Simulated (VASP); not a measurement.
# Pb (Fd-3m) in VASP: notebook

Pb is run at these levels: PBE; tasks: single point.

Program: VASP 6.6.1. These are calculated values, not measurements. Logs are shortened: lines on timing, memory, paths and dates and some standing lists are left out, and cuts for length are marked.

## Step 1: The cell of the first run

The structure is cubic, space group Fd-3m (No. 227). The conventional cell has a = 6.818 Å, b = 6.818 Å, c = 6.818 Å, α = 90.00°, β = 90.00°, γ = 90.00°. Pb (site symmetry -43m) has 4 Pb at 2.95 Å within 3.9 Å.

## Step 2: Single point, PBE (volume scaled by 0.9)

Input file INCAR:

```
SYSTEM = Pb
PREC = Accurate
ENCUT = 520
EDIFF = 1E-6
ISMEAR = -1
SIGMA = 0.1
LREAL = .FALSE.
LASPH = .TRUE.
NELM = 80
ALGO = Normal
ISIF = 2
LWAVE = .FALSE.
LCHARG = .FALSE.
GGA = PE
NBANDS = 21
```

Input file KPOINTS:

```
Automatic mesh
0
G
  11 11 11
  0 0 0
```

Input file POSCAR:

```
Pb
1.0
    0.0000000000      3.4092107764      3.4092107764
    3.4092107764      0.0000000000      3.4092107764
    3.4092107764      3.4092107764      0.0000000000
Pb
2
Direct
   -0.1250000000     -0.1250000000     -0.1250000000
    0.1250000000      0.1250000000      0.1250000000
```

Potentials or basis: VASP PAW PBE potentials, release 64 (Pb_d).

Command:

```
$ cat potpaw_PBE.64/Pb_d/POTCAR > POTCAR
$ mpirun -np 1 vasp_std > vasp.out
```

OUTCAR:

```text
SYSTEM = Pb
   PREC = Accurate
   ENCUT = 520
   EDIFF = 1E-6
   ISMEAR = -1
   LREAL = .FALSE.
   LASPH = .TRUE.
   NELM = 80
   ISIF = 2
   GGA = PE

 ion  position               nearest neighbor table
   1  0.875  0.875  0.875-   2 2.95   2 2.95   2 2.95   2 2.95
   2  0.125  0.125  0.125-   1 2.95   1 2.95   1 2.95   1 2.95

  LATTYP: Found a face centered cubic cell.
 ALAT       =     6.8184215528

  Lattice vectors:

 A1 = (   0.0000000000,   3.4092107764,   3.4092107764)
 A2 = (   3.4092107764,   0.0000000000,   3.4092107764)
 A3 = (   3.4092107764,   3.4092107764,   0.0000000000)

Analysis of symmetry for initial positions (statically):
=====================================================================
 Subroutine PRICEL returns:
 Original cell was already a primitive cell.

 Routine SETGRP: Setting up the symmetry group for a
 face centered cubic supercell.

 Subroutine GETGRP returns: Found 48 space group operations
 (whereof 12 operations were pure point group operations)
 out of a pool of 48 trial point group operations.

The static configuration has the point symmetry D_3d.
 The point group associated with its full space group is O_h .

Analysis of symmetry for dynamics (positions and initial velocities):
=====================================================================
 Subroutine PRICEL returns:
 Original cell was already a primitive cell.

 Routine SETGRP: Setting up the symmetry group for a
 face centered cubic supercell.

 Subroutine GETGRP returns: Found 48 space group operations
 (whereof 12 operations were pure point group operations)
 out of a pool of 48 trial point group operations.

The dynamic configuration has the point symmetry D_3d.
 The point group associated with its full space group is O_h .

 Subroutine INISYM returns: Found 48 space group operations
 (whereof 12 operations are pure point group operations),
 and found     1 'primitive' translations

----------------------------------------------------------------------------------------

                                     Primitive cell

  volume of cell :      79.2486

  direct lattice vectors                    reciprocal lattice vectors
     0.000000000  3.409210776  3.409210776    -0.146661510  0.146661510  0.146661510
     3.409210776  0.000000000  3.409210776     0.146661510 -0.146661510  0.146661510
[... 80 lines left out ...]
   LNONCOLLINEAR =      F non collinear calculations
   LSORBIT =      F    spin-orbit coupling
   LASPH  =      T    aspherical Exc in radial PAW
   ENCUT  =  520.0 eV  38.22 Ry    6.18 a.u.   8.96  8.96  8.96*2*pi/ulx,y,z
   NELM   =     80;   NELMIN=  2; NELMDL= -5     # of ELM steps
   EDIFF  = 0.1E-05   stopping-criterion for ELM
   LREAL  =      F    real-space projection
   EDIFFG = 0.1E-04   stopping-criterion for IOM
   NSW    =      0    number of steps for IOM
   IBRION =     -1    ionic relax: 0-MD 1-quasi-New 2-CG
   NFREE  =      0    steps in history (QN), initial steepest desc. (CG)
   ISIF   =      2    stress and relaxation
   ISYM   =      2    0-nonsym 1-usesym 2-fastsym
   POTIM  = 0.5000    time-step for ionic-motion
   TEBEG  =    0.0;   TEEND  =   0.0 temperature during run
   PSTRESS=    0.0 pullay stress
   NELECT =      28.0000    total number of electrons
   NUPDOWN=      -1.0000    fix difference up-down
   EMIN   =  10.00;   EMAX   =-10.00  energy-range for DOS
   EFERMI =   0.00;   METHOD = LEGACY
   ISMEAR =    -1;   SIGMA  =   0.10  broadening in eV -4-tet -1-fermi 0-gaus
   EFERMI_NEDOS =   21; number of points for ismear=-14 and -15
   IALGO  =     38    algorithm
   IMIX   =      4    mixing-type and parameters
     AMIX     =   0.40;   BMIX     =  1.00
     AMIX_MAG =   1.60;   BMIX_MAG =  1.00
  volume/ion in A,a.u.               =      39.62       267.40
  Fermi-wavevector in a.u.,A,eV,Ry     =   1.157347  2.187069 18.224358  1.339452
  Thomas-Fermi vector in A             =   2.293959
   LORBIT       =      0    0 simple, 1 ext, 2 COOP (PROOUT), +10 PAW based schemes
   GGA     = PE    functional components
   LHFCALC =     F    Hartree Fock is set to
   AEXX    =    0.0000 exact exchange contribution
   IVDW    =     0    specifies the selected vdW correction
   LEPSILON=     F    determine dielectric tensor
   LRPA    =     F    only Hartree local field effects (RPA)
 non-spin polarized calculation
  energy-cutoff  :      520.00
  volume of cell :       79.25
 maximum number of plane-waves:      2158
   NGX = 17   NGY = 17   NGZ = 17

 number of electron      28.0000009 magnetization

 Free energy of the ion-electron system (eV)
  ---------------------------------------------------
  ext. energy  EPLUGINS =         0.00000000
  ---------------------------------------------------
  free energy    TOTEN  =        -6.53088569 eV

  energy without entropy =       -6.51308930  energy(sigma->0) =       -6.52198749

 E-fermi :   4.5721     XC(G=0):  -8.5397

 val. band max:        4.5317075788   @ k =  -0.1818   0.0909   0.0000
 cond. band min:       4.5750201949   @ k =   0.0909   0.0909   0.0000
 fundamental gap:      0.0433126162
 Fermi energy:         4.5720615012

 k-point     1 :       0.0000    0.0000    0.0000
  band No.  band energies     occupation
      1     -12.6734      2.00000
      2     -12.6734      2.00000
      3     -12.6734      2.00000
      4     -12.5925      2.00000
      5     -12.5925      2.00000
      6     -12.1333      2.00000
[... 565 lines left out ...]
     20      11.6083      0.00000
     21      12.0717      0.00000

 [... further k-points ...]

------------------------ aborting loop because EDIFF is reached ----------------------------------------

  FORCE on cell =-STRESS in cart. coord.  units (eV):
  Direction    XX          YY          ZZ          XY          YZ          ZX
  --------------------------------------------------------------------------------------
  -------------------------------------------------------------------------------------
  Total        1.6559845      1.6559845      1.6559845     -0.0000000     -0.0000000      0.0000000
  in kB       33.4792166     33.4792166     33.4792166     -0.0000000     -0.0000000      0.0000000
  external PRESSURE =      33.4792166 kB  Pullay stress =       0.0000000 kB

 VOLUME and BASIS-vectors are now :
 -----------------------------------------------------------------------------
  energy-cutoff  :      520.00
  volume of cell :       79.25
      direct lattice vectors                 reciprocal lattice vectors
     0.000000000  3.409210776  3.409210776    -0.146661510  0.146661510  0.146661510
     3.409210776  0.000000000  3.409210776     0.146661510 -0.146661510  0.146661510
     3.409210776  3.409210776  0.000000000     0.146661510  0.146661510 -0.146661510

 POSITION                                       TOTAL-FORCE (eV/Angst)
 -----------------------------------------------------------------------------------
      5.96612      5.96612      5.96612        -0.000000     -0.000000     -0.000000
      0.85230      0.85230      0.85230         0.000000      0.000000      0.000000
 -----------------------------------------------------------------------------------
    total drift:                                0.000000      0.000000      0.000000

  FREE ENERGIE OF THE ION-ELECTRON SYSTEM (eV)
  ---------------------------------------------------
  free  energy   TOTEN  =        -6.5308856871 eV

  energy  without entropy=       -6.5130892961  energy(sigma->0) =       -6.52198749
```

Wall time 44 s (1 thread of AMD EPYC 9R45 (Zen 5), shared host); peak memory 0.21 GiB.

What came out:

| Quantity | Value |
| --- | --- |
| Free energy | -6.5309 eV |
| Pressure | 3.3 GPa |
| Band gap on the k mesh | zero (band 14 reaches 4.99 eV, above the bottom of band 15 at 3.82 eV) |

Levels at points of the mesh, in eV from the Fermi level:
```csv
k point,band 10,band 11,band 12,band 13,band 14,band 15,band 16,band 17,band 18,band 19
"(0.00, 0.00, 0.00)",-16.68,-11.29,-3.77,0.42,0.42,0.42,2.44,2.44,2.44,4.15
```

Caveat: spin-orbit coupling is left out, which moves the levels of the heavy elements.

(Continued in part 2 of 2.)
